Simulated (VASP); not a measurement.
Runs of VASP 6.6.1 on GeCl3. The structure is that of space group I4/mmm (No. 139), or close to it. The cells are those of the table. The cell was generated, and may not be a known phase.

```tsv
task	cell	k mesh	cutoff (eV)	gap on the mesh (eV)	pressure (GPa)
single point	a = 5.099 Å, angles 104.9, 104.9, 119.1°, 4 atoms	4 × 4 × 4	520	none	-0.2
single point	a = 5.233 Å, angles 112.2, 112.2, 104.1°, 4 atoms	4 × 4 × 4	520	none	-5.9
single point	a = 5.090 Å, angles 104.7, 104.7, 119.5°, 4 atoms	12 × 12 × 12	520	none	(a)
relaxation of cell and atoms	relaxed from a = 5.233 Å, angles 112.2, 112.2, 104.1°, 4 atoms	4 × 4 × 4	600	none	0.0
```

Alike in all rows: level PBE; potentials or basis VASP PAW PBE potentials, release 64 (Ge_d, Cl); no spin polarisation; smearing gaussian 0.1 eV.

Task: Estimate the missing entries.

Result: (a) -0.1.

Caveats: some runs use coarse meshes; an odd number of electrons without spin polarisation forces a metal; a magnetic or distorted state may lie lower.

A k mesh can miss the band edges, and the runs leave out spin-orbit coupling on Ge.

A gap of «none» marks levels without a gap at the run's occupations.
